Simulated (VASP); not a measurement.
# Ni (P6_3/mmc) in VASP: vibrations by perturbation theory with LDA

Aim: the vibrations by perturbation theory of Ni with LDA.

All numbers are computed with VASP 6.6.1; they aren't measurements. Logs are shortened: lines on timing, memory, paths and dates and some standing lists are left out, and cuts for length are marked.

### 1 The cell of the first run

It takes space group P6_3/mmc (No. 194, hexagonal). The conventional cell has a = 2.448 Å, b = 2.448 Å, c = 4.073 Å, α = 90.00°, β = 90.00°, γ = 120.00°. Within 3.2 Å of Ni (site symmetry -6m2) lie 12 Ni at 2.45 to 2.48 Å.

This isn't the form of Ni at room conditions, which is fcc.

### 2 Vibrations by perturbation theory, LDA, collinear spin, ferromagnetic start

Contents of INCAR:

```
PREC = Accurate
ENCUT = 520
EDIFF = 1E-8
ISMEAR = -1
SIGMA = 0.05
LREAL = False
LASPH = True
NELM = 150
ALGO = Fast
ISIF = 2
LWAVE = False
LCHARG = False
ISPIN = 2
MAGMOM = 1 1
LORBIT = 11
LMAXMIX = 4
GGA = CA
IBRION = 8
NSW = 1
```

Contents of KPOINTS:

```
Automatic mesh
0
Gamma
  9 9 5
```

Contents of POSCAR:

```
Ni
1.0
    2.4480228978      0.0000000000      0.0000000000
   -1.2240114489      2.1200500186      0.0000000000
    0.0000000000      0.0000000000      4.0728075700
Ni
2
Direct
    0.6666666667      0.3333333333      0.7500000000
    0.3333333333      0.6666666667      0.2500000000
```

Potentials or basis: VASP PAW LDA potentials, release 64 (Ni).

On the command line:

```
$ cat potpaw_LDA.64/Ni/POTCAR > POTCAR
$ mpirun -np 1 vasp_std > vasp.out
```

OUTCAR:

```text
PREC = Accurate
   ENCUT = 520
   EDIFF = 1E-8
   ISMEAR = -1
   LREAL = False
   LASPH = True
   NELM = 150
   ISIF = 2
   ISPIN = 2
   LORBIT = 11
   GGA = CA
   IBRION = 8
   NSW = 1

 ion  position               nearest neighbor table
   1  0.667  0.333  0.750-   2 2.48   2 2.48   2 2.48   2 2.48   2 2.48   2 2.48
   2  0.333  0.667  0.250-   1 2.48   1 2.48   1 2.48   1 2.48   1 2.48   1 2.48

  LATTYP: Found a hexagonal cell.
 ALAT       =     2.4480228978
 C/A-ratio  =     1.6637130207

  Lattice vectors:

 A1 = (   2.4480228978,   0.0000000000,   0.0000000000)
 A2 = (  -1.2240114489,   2.1200500186,   0.0000000000)
 A3 = (   0.0000000000,   0.0000000000,   4.0728075700)

Analysis of symmetry for initial positions (statically):
=====================================================================
 Subroutine PRICEL returns:
 Original cell was already a primitive cell.

 Routine SETGRP: Setting up the symmetry group for a
 hexagonal supercell.

 Subroutine GETGRP returns: Found 24 space group operations
 (whereof 12 operations were pure point group operations)
 out of a pool of 24 trial point group operations.

The static configuration has the point symmetry D_3d.
 The point group associated with its full space group is D_6h.

Analysis of symmetry for dynamics (positions and initial velocities):
=====================================================================
 Subroutine PRICEL returns:
 Original cell was already a primitive cell.

 Routine SETGRP: Setting up the symmetry group for a
 hexagonal supercell.

 Subroutine GETGRP returns: Found 24 space group operations
 (whereof 12 operations were pure point group operations)
 out of a pool of 24 trial point group operations.

The dynamic configuration has the point symmetry D_3d.
 The point group associated with its full space group is D_6h.

Analysis of structural, dynamic, and magnetic symmetry:
=====================================================================
 Subroutine PRICEL returns:
 Original cell was already a primitive cell.

 Routine SETGRP: Setting up the symmetry group for a
 hexagonal supercell.

 Subroutine GETGRP returns: Found 24 space group operations
 (whereof 12 operations were pure point group operations)
 out of a pool of 24 trial point group operations.

The overall configuration has the point symmetry D_3d.
 The point group associated with its full space group is D_6h.

 Subroutine INISYM returns: Found 24 space group operations
 (whereof 12 operations are pure point group operations),
 and found     1 'primitive' translations

----------------------------------------------------------------------------------------

                                     Primitive cell

  volume of cell :      21.1376

  direct lattice vectors                    reciprocal lattice vectors
     2.448022898  0.000000000  0.000000000     0.408492911  0.235843492  0.000000000
    -1.224011449  2.120050019  0.000000000     0.000000000  0.471686984  0.000000000
     0.000000000  0.000000000  4.072807570     0.000000000  0.000000000  0.245530873

  length of vectors
     2.448022898  2.448022898  4.072807570     0.471686984  0.471686984  0.245530873

  position of ions in fractional coordinates (direct lattice)
     0.666666667  0.333333333  0.750000000
     0.333333333  0.666666667  0.250000000

  ion indices of the primitive-cell ions
   primitive index   ion index
                 1           1
[... 558 lines left out ...]
     10       8.7847      1.00000
     11      14.5992      0.00000
     12      14.9031      0.00000
     13      14.9031      0.00000
     14      19.9295      0.00000
     15      20.6563      0.00000

 [... further k-points ...]

 spin component 2

 k-point     1 :       0.0000    0.0000    0.0000
  band No.  band energies     occupation
      1       0.2958      1.00000
      2       4.8245      1.00000
      3       7.5369      1.00000
      4       7.6767      1.00000
      5       7.6767      1.00000
      6       7.9576      1.00000
      7       7.9576      1.00000
      8       8.4738      1.00000
      9       8.4738      1.00000
     10       8.9789      0.99994
     11       9.4517      0.55416
     12       9.4517      0.55416
     13      15.4739      0.00000
     14      32.6185      0.00000
[... 416 lines left out ...]
 [... further k-points ...]

------------------------ aborting loop because EDIFF is reached ----------------------------------------

  FORCE on cell =-STRESS in cart. coord.  units (eV):
  Direction    XX          YY          ZZ          XY          YZ          ZX
  --------------------------------------------------------------------------------------
  -------------------------------------------------------------------------------------
  Total       -1.4111682     -1.4111682     -1.6398319      0.0000000      0.0000000      0.0000000
  in kB     -106.9630753   -106.9630753   -124.2952224      0.0000000      0.0000000      0.0000000
  external PRESSURE =    -112.7404577 kB  Pullay stress =       0.0000000 kB

 VOLUME and BASIS-vectors are now :
 -----------------------------------------------------------------------------
  energy-cutoff  :      520.00
  volume of cell :       21.14
      direct lattice vectors                 reciprocal lattice vectors
     2.448022898  0.000000000  0.000000000     0.408492911  0.235843492  0.000000000
    -1.224011449  2.120050019  0.000000000     0.000000000  0.471686984  0.000000000
     0.000000000  0.000000000  4.072807570     0.000000000  0.000000000  0.245530873

 POSITION                                       TOTAL-FORCE (eV/Angst)
 -----------------------------------------------------------------------------------
      1.22401      0.70668      3.05461         0.000000      0.000000      0.000000
     -0.00000      1.41337      1.01820        -0.000000     -0.000000      0.000000
 -----------------------------------------------------------------------------------
    total drift:                               -0.000000      0.000000     -0.000000

  FREE ENERGIE OF THE ION-ELECTRON SYSTEM (eV)
  ---------------------------------------------------
  free  energy   TOTEN  =       -13.0898246266 eV

  energy  without entropy=      -13.0559123769  energy(sigma->0) =      -13.07286850

[... ionic steps 2 to 3 ...]

--------------------------------------- Ionic step        4  -------------------------------------------

------------------------ aborting loop because EDIFF is reached ----------------------------------------

[... ionic steps 5 to 5 ...]

--------------------------------------- Ionic step        6  -------------------------------------------

 Free energy of the ion-electron system (eV)
  ---------------------------------------------------
  ---------------------------------------------------
  free energy    TOTEN  =        -0.19743214 eV

  energy without entropy =       -0.19743214

------------------------ aborting loop because EDIFF is reached ----------------------------------------

 INTERNAL STRAIN TENSOR  FOR ION    1  DIRECTION 3   (eV/Angst):
 -----------------------------------------------------------------------------
     0.00039  0.00000  0.00000
     0.00000  0.00039 -0.00000
     0.00000  0.00000  0.00503

 INTERNAL STRAIN TENSOR FOR ION    2 for displacements in x,y,z  (eV/Angst):
          X           Y           Z          XY          YZ          ZX
  --------------------------------------------------------------------------------
  x    -0.00000     0.00000     0.00000    -1.46925     0.00000     0.00000
  y    -1.46925     1.46925     0.00000    -0.00000     0.00000     0.00000
  z    -0.00000    -0.00000    -0.00000     0.00000    -0.00000     0.00000

 SECOND DERIVATIVES (NOT SYMMETRIZED)
 ------------------------------------
               1X          1Y          1Z          2X          2Y          2Z
  1X    -1.740338    0.000000    0.000000    1.740338    0.000000    0.000000
  1Y     0.000000   -1.740338    0.000000   -0.000000    1.740338    0.000000
  1Z    -0.000000    0.000000   -8.129777    0.000000    0.000000    8.129777
  2X     1.740338    0.000000    0.000000   -1.740338    0.000000    0.000000
  2Y    -0.000000    1.740338    0.000000    0.000000   -1.740338    0.000000
  2Z     0.000000    0.000000    8.129777   -0.000000    0.000000   -8.129777

 Eigenvectors and eigenvalues of the dynamical matrix
 ----------------------------------------------------

   1 f  =    8.228544 THz    51.701466 2PiTHz  274.474680 cm-1    34.030508 meV
             X         Y         Z           dx          dy          dz
      1.224011  0.706683  3.054606    -0.000000    0.000000   -0.707107
     -0.000000  1.413367  1.018202     0.000000    0.000000    0.707107
[... 11 lines left out ...]
   4 f  =    0.000000 THz     0.000000 2PiTHz    0.000000 cm-1     0.000000 meV
             X         Y         Z           dx          dy          dz
      1.224011  0.706683  3.054606     0.000000    0.000000    0.707107
     -0.000000  1.413367  1.018202    -0.000000    0.000000    0.707107

   5 f/i=    0.000000 THz     0.000000 2PiTHz    0.000001 cm-1     0.000000 meV
             X         Y         Z           dx          dy          dz
      1.224011  0.706683  3.054606     0.240890   -0.664810    0.000000
     -0.000000  1.413367  1.018202     0.240890   -0.664810    0.000000

   6 f/i=    0.000000 THz     0.000000 2PiTHz    0.000002 cm-1     0.000000 meV
             X         Y         Z           dx          dy          dz
      1.224011  0.706683  3.054606     0.664810    0.240890    0.000000
     -0.000000  1.413367  1.018202     0.664810    0.240890    0.000000

--------------------------------------------------------------------------------------------------------

 ELASTIC MODULI CONTR FROM IONIC RELAXATION (kBar)
 Direction    XX          YY          ZZ          XY          YZ          ZX
 --------------------------------------------------------------------------------
 XX         -94.0181     94.0181      0.0000      0.0000      0.0000      0.0000
 YY          94.0181    -94.0181     -0.0000     -0.0000     -0.0000      0.0000
 ZZ           0.0000     -0.0000     -0.0000     -0.0000     -0.0000      0.0000
 XY           0.0000     -0.0000     -0.0000    -94.0181     -0.0000      0.0000
 YZ           0.0000     -0.0000     -0.0000     -0.0000     -0.0000      0.0000
 ZX           0.0000      0.0000      0.0000      0.0000      0.0000      0.0000
 --------------------------------------------------------------------------------

 total charge

# of ion       s       p       d       tot
------------------------------------------
    1        0.509   0.518   8.348   9.376
    2        0.509   0.518   8.348   9.376
--------------------------------------------------
tot          1.019   1.035  16.697  18.751

 magnetization (x)

# of ion       s       p       d       tot
------------------------------------------
    1       -0.006  -0.020   0.558   0.533
    2       -0.006  -0.020   0.558   0.533
--------------------------------------------------
tot         -0.011  -0.040   1.116   1.065
```

Wall time 6.3 min (1 thread of Intel Xeon 8259CL, shared host); peak memory 0.24 GiB.

What came out:

* Net moment: 1.06 μB per cell
* Site moments: Ni +0.53 μB
* Valence electrons inside the program's atomic spheres: Ni 9.38
* Highest phonon frequency at Γ: 274 cm⁻¹

Phonon frequencies in cm⁻¹ (negative: imaginary):
```csv
q point,frequencies
"(0.000, 0.000, 0.000)",0 0 0 127 127 274
```

Caveat: the cell stands under pressure or tension, which shifts response properties.
